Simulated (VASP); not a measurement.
# Ru (P6_3/mmc) in VASP: notebook

Runs on Ru. Level: PBE. Tasks: single point.

Everything below comes from runs of VASP 6.6.1. Logs are shortened: lines on timing, memory, paths and dates and some standing lists are left out, and cuts for length are marked.

## Step 1: The cell of the first run

It takes space group P6_3/mmc (No. 194, hexagonal). The conventional cell has a = 2.721 Å, b = 2.721 Å, c = 4.296 Å, α = 90.00°, β = 90.00°, γ = 120.00°. Ru (site symmetry -6m2) has 12 Ru at 2.66 to 2.72 Å within 3.5 Å.

## Step 2: Single point, PBE

INCAR reads:

```
SYSTEM = Ru
PREC = Accurate ; ENCUT = 520
EDIFF = 1E-7 ; ISMEAR = -1
SIGMA = 0.08 ; LREAL = .FALSE.
LASPH = .TRUE. ; NELM = 80
ALGO = Normal ; ISIF = 2
LWAVE = .FALSE. ; LCHARG = .FALSE.
GGA = PE ; NBANDS = 21
```

KPOINTS reads:

```
regular mesh
0
G
  14 14 8
  0 0 0
```

POSCAR reads:

```
Ru
1.0
    1.3603692282     -2.3562286202      0.0000000000
    1.3603692282      2.3562286202      0.0000000000
    0.0000000000      0.0000000000      4.2960587739
Ru
2
Direct
    0.6666666670      0.3333333330      0.2500000000
    0.3333333330      0.6666666670      0.7500000000
```

Potentials or basis: VASP PAW PBE potentials, release 64 (Ru_pv).

Started as:

```console
cat potpaw_PBE.64/Ru_pv/POTCAR > POTCAR
mpirun -np 1 vasp_std > vasp.out
```

OUTCAR:

```text
SYSTEM = Ru
   PREC = Accurate
   ENCUT = 520
   EDIFF = 1E-7
   ISMEAR = -1
   LREAL = .FALSE.
   LASPH = .TRUE.
   NELM = 80
   ISIF = 2
   GGA = PE

 ion  position               nearest neighbor table
   1  0.667  0.333  0.250-   2 2.66   2 2.66   2 2.66   2 2.66   2 2.66   2 2.66
   2  0.333  0.667  0.750-   1 2.66   1 2.66   1 2.66   1 2.66   1 2.66   1 2.66

  LATTYP: Found a hexagonal cell.
 ALAT       =     2.7207384563
 C/A-ratio  =     1.5790046867

  Lattice vectors:

 A1 = (   1.3603692282,  -2.3562286202,   0.0000000000)
 A2 = (   1.3603692282,   2.3562286202,   0.0000000000)
 A3 = (   0.0000000000,   0.0000000000,   4.2960587739)

Analysis of symmetry for initial positions (statically):
=====================================================================
 Subroutine PRICEL returns:
 Original cell was already a primitive cell.

 Routine SETGRP: Setting up the symmetry group for a
 hexagonal supercell.

 Subroutine GETGRP returns: Found 24 space group operations
 (whereof 12 operations were pure point group operations)
 out of a pool of 24 trial point group operations.

The static configuration has the point symmetry D_3d.
 The point group associated with its full space group is D_6h.

Analysis of symmetry for dynamics (positions and initial velocities):
=====================================================================
 Subroutine PRICEL returns:
 Original cell was already a primitive cell.

 Routine SETGRP: Setting up the symmetry group for a
 hexagonal supercell.

 Subroutine GETGRP returns: Found 24 space group operations
 (whereof 12 operations were pure point group operations)
 out of a pool of 24 trial point group operations.

The dynamic configuration has the point symmetry D_3d.
 The point group associated with its full space group is D_6h.

 Subroutine INISYM returns: Found 24 space group operations
 (whereof 12 operations are pure point group operations),
 and found     1 'primitive' translations

----------------------------------------------------------------------------------------

                                     Primitive cell

  volume of cell :      27.5407

  direct lattice vectors                    reciprocal lattice vectors
     1.360369228 -2.356228620  0.000000000     0.367547273 -0.212203517  0.000000000
     1.360369228  2.356228620  0.000000000     0.367547273  0.212203517  0.000000000
     0.000000000  0.000000000  4.296058774     0.000000000  0.000000000  0.232771490

  length of vectors
     2.720738456  2.720738456  4.296058774     0.424407034  0.424407034  0.232771490

  position of ions in fractional coordinates (direct lattice)
     0.666666667  0.333333333  0.250000000
     0.333333333  0.666666667  0.750000000

  ion indices of the primitive-cell ions
   primitive index   ion index
                 1           1
                 2           2

----------------------------------------------------------------------------------------

 KPOINTS: regular mesh

Automatic generation of k-mesh.
 Grid dimensions read from file:
 generate k-points for:   14   14    8

 Generating k-lattice:

  Cartesian coordinates                     Fractional coordinates (reciprocal lattice)
     0.026253377 -0.015157394  0.000000000     0.071428571  0.000000000  0.000000000
     0.026253377  0.015157394  0.000000000     0.000000000  0.071428571  0.000000000
     0.000000000  0.000000000  0.029096436     0.000000000  0.000000000  0.125000000

  Length of vectors
     0.030314788  0.030314788  0.029096436

  Shift w.r.t. Gamma in fractional coordinates (k-lattice)
     0.000000000  0.000000000  0.000000000

 Subroutine IBZKPT returns following result:
 ===========================================

 Found    120 irreducible k-points:

 Following reciprocal coordinates:
            Coordinates               Weight
  0.000000  0.000000  0.000000      1.000000
  0.071429 -0.000000  0.000000      6.000000
  0.142857 -0.000000  0.000000      6.000000
  0.214286 -0.000000  0.000000      6.000000
  0.285714 -0.000000  0.000000      6.000000
  0.357143 -0.000000  0.000000      6.000000
[... 16 lines left out ...]
  0.285714  0.285714  0.000000      6.000000
  0.357143  0.285714  0.000000      6.000000
 [... further k-points ...]
   k-points           NKPTS =    120   k-points in BZ     NKDIM =    120   number of bands    NBANDS=     21
   number of dos      NEDOS =    301   number of ions     NIONS =      2
   total plane-waves  NPLWV =  12800
   dimension x,y,z NGX =    20 NGY =   20 NGZ =   32
   dimension x,y,z NGXF=    40 NGYF=   40 NGZF=   64
   ions per type =               2
   NGX,Y,Z   is equivalent  to a cutoff of  12.22, 12.22, 12.38 a.u.
   NGXF,Y,Z  is equivalent  to a cutoff of  24.44, 24.44, 24.77 a.u.
 SYSTEM =  Ru
   PREC   = accura    normal or accurate (medium, high low for compatibility)
   ISTART =      0    job   : 0-new  1-cont  2-samecut
   ICHARG =      2    charge: 1-file 2-atom 10-const
   ISPIN  =      1    spin polarized calculation?
   LNONCOLLINEAR =      F non collinear calculations
   LSORBIT =      F    spin-orbit coupling
   LASPH  =      T    aspherical Exc in radial PAW
   ENCUT  =  520.0 eV  38.22 Ry    6.18 a.u.   5.06  5.06  7.99*2*pi/ulx,y,z
   NELM   =     80;   NELMIN=  2; NELMDL= -5     # of ELM steps
   EDIFF  = 0.1E-06   stopping-criterion for ELM
   LREAL  =      F    real-space projection
   EDIFFG = 0.1E-05   stopping-criterion for IOM
   NSW    =      0    number of steps for IOM
   IBRION =     -1    ionic relax: 0-MD 1-quasi-New 2-CG
   NFREE  =      0    steps in history (QN), initial steepest desc. (CG)
   ISIF   =      2    stress and relaxation
   ISYM   =      2    0-nonsym 1-usesym 2-fastsym
   POTIM  = 0.5000    time-step for ionic-motion
   TEBEG  =    0.0;   TEEND  =   0.0 temperature during run
   PSTRESS=    0.0 pullay stress
   NELECT =      28.0000    total number of electrons
   NUPDOWN=      -1.0000    fix difference up-down
   EMIN   =  10.00;   EMAX   =-10.00  energy-range for DOS
   EFERMI =   0.00;   METHOD = LEGACY
   ISMEAR =    -1;   SIGMA  =   0.08  broadening in eV -4-tet -1-fermi 0-gaus
   EFERMI_NEDOS =   21; number of points for ismear=-14 and -15
   IALGO  =     38    algorithm
   IMIX   =      4    mixing-type and parameters
     AMIX     =   0.40;   BMIX     =  1.00
     AMIX_MAG =   1.60;   BMIX_MAG =  1.00
  volume/ion in A,a.u.               =      13.77        92.93
  Fermi-wavevector in a.u.,A,eV,Ry     =   1.646150  3.110772 36.869194  2.709809
  Thomas-Fermi vector in A             =   2.735827
   LORBIT       =      0    0 simple, 1 ext, 2 COOP (PROOUT), +10 PAW based schemes
   GGA     = PE    functional components
   LHFCALC =     F    Hartree Fock is set to
   AEXX    =    0.0000 exact exchange contribution
   IVDW    =     0    specifies the selected vdW correction
   LEPSILON=     F    determine dielectric tensor
   LRPA    =     F    only Hartree local field effects (RPA)
 non-spin polarized calculation
  energy-cutoff  :      520.00
  volume of cell :       27.54
 maximum number of plane-waves:       756
   NGX = 11   NGY = 11   NGZ = 15

 number of electron      28.0000013 magnetization

 Free energy of the ion-electron system (eV)
  ---------------------------------------------------
  ext. energy  EPLUGINS =         0.00000000
  ---------------------------------------------------
  free energy    TOTEN  =       -18.48381615 eV

  energy without entropy =      -18.44503629  energy(sigma->0) =      -18.46442622

 E-fermi :  12.5854     XC(G=0): -14.0323

 val. band max:       12.5622214675   @ k =   0.0000   0.0000   0.3750
 cond. band min:      12.5875839683   @ k =   0.2857   0.1429   0.0000
 fundamental gap:      0.0253625008
 Fermi energy:        12.5853835818

 k-point     1 :       0.0000    0.0000    0.0000
  band No.  band energies     occupation
      1     -31.0184      2.00000
      2     -30.1254      2.00000
      3     -30.1254      2.00000
      4     -29.9607      2.00000
      5     -29.9607      2.00000
      6     -29.9223      2.00000
[... 13 lines left out ...]
     20      23.0163      0.00000
     21      23.0303      0.00000

 k-point     2 :       0.0714   -0.0000    0.0000
  band No.  band energies     occupation
      1     -31.0018      2.00000
      2     -30.1603      2.00000
      3     -30.1373      2.00000
      4     -29.9973      2.00000
      5     -29.9655      2.00000
      6     -29.9301      2.00000
[... 13 lines left out ...]
     20      23.0163      0.00000
     21      23.0289      0.00000

 k-point     3 :       0.1429   -0.0000    0.0000
  band No.  band energies     occupation
      1     -30.9536      2.00000
      2     -30.2583      2.00000
      3     -30.1698      2.00000
      4     -30.0982      2.00000
      5     -29.9796      2.00000
      6     -29.9536      2.00000
[... 13 lines left out ...]
     20      23.0163      0.00000
     21      23.0257      0.00000

 k-point     4 :       0.2143   -0.0000    0.0000
  band No.  band energies     occupation
      1     -30.8787      2.00000
      2     -30.3999      2.00000
      3     -30.2401      2.00000
      4     -30.2150      2.00000
      5     -30.0012      2.00000
      6     -29.9927      2.00000
[... 13 lines left out ...]
     20      23.0162      0.00000
     21      23.0227      0.00000

 k-point     5 :       0.2857   -0.0000    0.0000
  band No.  band energies     occupation
      1     -30.7852      2.00000
      2     -30.5572      2.00000
      3     -30.3926      2.00000
      4     -30.2636      2.00000
      5     -30.0464      2.00000
      6     -30.0266      2.00000
[... 13 lines left out ...]
     20      23.0161      0.00000
     21      23.0201      0.00000
[... 382 lines left out ...]
     20      23.0139      0.00000
     21      23.0312      0.00000

 k-point    22 :       0.3571    0.2143    0.0000
  band No.  band energies     occupation
      1     -30.7447      2.00000
      2     -30.5782      2.00000
      3     -30.4868      2.00000
      4     -30.4683      2.00000
      5     -30.2608      2.00000
      6     -30.2476      2.00000
[... 13 lines left out ...]
     20      23.0159      0.00000
     21      23.0173      0.00000

 k-point    23 :       0.2857    0.2857    0.0000
  band No.  band energies     occupation
      1     -30.7084      2.00000
      2     -30.5858      2.00000
      3     -30.4731      2.00000
      4     -30.4670      2.00000
      5     -30.2987      2.00000
      6     -30.2724      2.00000
[... 13 lines left out ...]
     20      23.0160      0.00000
     21      23.0166      0.00000

 k-point    24 :       0.3571    0.2857    0.0000
  band No.  band energies     occupation
      1     -30.7118      2.00000
      2     -30.5362      2.00000
      3     -30.5331      2.00000
      4     -30.4143      2.00000
      5     -30.3325      2.00000
      6     -30.3256      2.00000
[... 13 lines left out ...]
     20      23.0164      0.00000
     21      23.0165      0.00000

 [... further k-points ...]

------------------------ aborting loop because EDIFF is reached ----------------------------------------

  FORCE on cell =-STRESS in cart. coord.  units (eV):
  Direction    XX          YY          ZZ          XY          YZ          ZX
  --------------------------------------------------------------------------------------
  -------------------------------------------------------------------------------------
  Total        0.0271501      0.0271501     -0.0630167      0.0000000      0.0000000      0.0000000
  in kB        1.5794562      1.5794562     -3.6659919      0.0000000      0.0000000      0.0000000
  external PRESSURE =      -0.1690265 kB  Pullay stress =       0.0000000 kB

 VOLUME and BASIS-vectors are now :
 -----------------------------------------------------------------------------
  energy-cutoff  :      520.00
  volume of cell :       27.54
      direct lattice vectors                 reciprocal lattice vectors
     1.360369228 -2.356228620  0.000000000     0.367547273 -0.212203517  0.000000000
     1.360369228  2.356228620  0.000000000     0.367547273  0.212203517  0.000000000
     0.000000000  0.000000000  4.296058774     0.000000000  0.000000000  0.232771490

 POSITION                                       TOTAL-FORCE (eV/Angst)
 -----------------------------------------------------------------------------------
      1.36037     -0.78541      1.07401         0.000000      0.000000      0.000000
      1.36037      0.78541      3.22204         0.000000     -0.000000      0.000000
 -----------------------------------------------------------------------------------
    total drift:                                0.000000      0.000001     -0.000000

  FREE ENERGIE OF THE ION-ELECTRON SYSTEM (eV)
  ---------------------------------------------------
  free  energy   TOTEN  =       -18.4838161493 eV

  energy  without entropy=      -18.4450362884  energy(sigma->0) =      -18.46442622
```

It took 66 s on 1 thread of Intel Xeon 8259CL, shared host; peak memory 0.17 GiB.

Results:

| Property | Result |
| --- | --- |
| Free energy | -18.4838 eV |
| Pressure | 0.0 GPa |
| Band gap on the k mesh | zero (bands 14 and 15 overlap by 3.06 eV) |

## Step 3: Single point, PBE

INCAR reads:

```
  ALGO = Normal
  EDIFF = 1E-6
  ENCUT = 520
  GGA = PE
  ISIF = 2
  ISMEAR = -1
  LASPH = True
  LCHARG = False
  LREAL = False
  LWAVE = False
  NBANDS = 21
  NELM = 60
  PREC = Accurate
  SIGMA = 0.08
```

KPOINTS reads:

```
k-points
0
Gamma
  14 14 8
```

POSCAR is that of step 2.

Potentials or basis: VASP PAW PBE potentials, release 64 (Ru_pv).

Started as:

```console
cat potpaw_PBE.64/Ru_pv/POTCAR > POTCAR
mpirun -np 1 vasp_std > vasp.out
```

Wall time 54 s (1 thread of Intel Xeon 8259CL, shared host); peak memory 0.17 GiB.

It converged, with:

```yaml
Free_energy: -18.4838 eV
Pressure: 0.0 GPa
Band_gap_on_the_k_mesh: zero (bands 14 and 15 overlap by 3.06 eV)
```

Stress tensor (GPa, compression positive):
```
 0.16  0.00  0.00
 0.00  0.16  0.00
 0.00  0.00 -0.37
```

Levels at points of the mesh, in eV from the Fermi level:
| k point | band 10 | band 11 | band 12 | band 13 | band 14 | band 15 | band 16 | band 17 | band 18 | band 19 |
| --- | --- | --- | --- | --- | --- | --- | --- | --- | --- | --- |
| (0.00, 0.00, 0.00) | -2.54 | -2.35 | -1.87 | -1.87 | -1.38 | -1.38 | 1.15 | 1.15 | 1.30 | 10.16 |
| (0.50, 0.00, 0.00) | -2.97 | -2.03 | -1.78 | -1.48 | 1.38 | 1.79 | 1.87 | 3.98 | 6.01 | 10.43 |
| (0.00, 0.00, 0.50) | -2.71 | -2.71 | -2.71 | -2.66 | -2.66 | 0.53 | 0.53 | 0.53 | 0.53 | 10.43 |
| (0.50, 0.00, 0.50) | -4.43 | -1.05 | -1.05 | 0.43 | 0.43 | 1.63 | 1.63 | 3.34 | 3.34 | 10.35 |

## Step 4: Single point, PBE

INCAR reads:

```
SYSTEM = Ru
PREC = Accurate ; ENCUT = 520
EDIFF = 1E-7 ; ISMEAR = -1
SIGMA = 0.08 ; LREAL = .FALSE.
LASPH = .TRUE. ; NELM = 80
ALGO = Normal ; ISIF = 2
LWAVE = .FALSE. ; LCHARG = .FALSE.
GGA = PE ; NBANDS = 21
```

KPOINTS reads:

```
Automatic mesh
0
G
  18 18 10
  0 0 0
```

POSCAR reads:

```
Ru
1.0
    2.7207384563      0.0000000000      0.0000000000
   -1.3603692282      2.3562286202      0.0000000000
    0.0000000000      0.0000000000      4.2960587739
Ru
2
Direct
    0.3333333333      0.6666666667      0.2500000000
    0.6666666667      0.3333333333      0.7500000000
```

Started as:

```console
cat potpaw_PBE.64/Ru_pv/POTCAR > POTCAR
mpirun -np 1 vasp_std > vasp.out
```

It took 1.7 min on 1 thread of Intel Xeon 8259CL, shared host; peak memory 0.22 GiB.

Results (log left out):

```yaml
Free_energy: -18.4858 eV
Pressure: -0.1 GPa
Band_gap_on_the_k_mesh: zero (bands 14 and 15 overlap by 3.06 eV)
```

Levels at points of the mesh, in eV from the Fermi level:
| k point | band 10 | band 11 | band 12 | band 13 | band 14 | band 15 | band 16 | band 17 | band 18 | band 19 |
| --- | --- | --- | --- | --- | --- | --- | --- | --- | --- | --- |
| (0.00, 0.00, 0.00) | -2.54 | -2.35 | -1.87 | -1.87 | -1.38 | -1.38 | 1.15 | 1.15 | 1.30 | 10.16 |
| (0.50, 0.00, 0.00) | -2.97 | -2.03 | -1.78 | -1.48 | 1.38 | 1.79 | 1.87 | 3.98 | 6.01 | 10.43 |
| (0.00, 0.00, 0.50) | -2.71 | -2.71 | -2.71 | -2.66 | -2.66 | 0.53 | 0.53 | 0.53 | 0.53 | 10.44 |
| (0.50, 0.00, 0.50) | -4.43 | -1.05 | -1.05 | 0.43 | 0.43 | 1.63 | 1.63 | 3.33 | 3.33 | 10.35 |
